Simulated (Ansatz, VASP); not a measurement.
## Pb: VASP beside Ansatz

```
Pb
1.0
     3.82470    0.00000    0.00000
    -1.91235    3.31229    0.00000
     0.00000    0.00000   12.29976
Pb
4
Direct
  0.00000 0.00000 0.00000
  0.00000 0.00000 0.50000
  0.33333 0.66667 0.25000
  0.66667 0.33333 0.75000
```

Alike in both runs: task single point; functional BLYP; k mesh 13 × 13 × 4; occupations fermi-dirac, width 0.1 eV; no spin polarisation.

```csv
,VASP,Ansatz
version,VASP 6.6.1,Ansatz 0.2.0
potentials or method,"VASP PAW PBE potentials, release 64 (Pb_d), cutoff 520 eV","plane waves (420 eV) with PAW, scalar-relativistic"
valence electrons in the cell,56,56
```

|  | VASP | Ansatz | Ansatz less VASP |
| --- | --- | --- | --- |
| pressure (GPa) | -2.7 | -2.7 | -0.01 |
| traceless stress, the component that is largest in VASP (GPa) | 0.16 | 0.16 | -0.002 |

VASP's potentials were made for PBE, not for BLYP.

Spin-orbit coupling is off throughout.
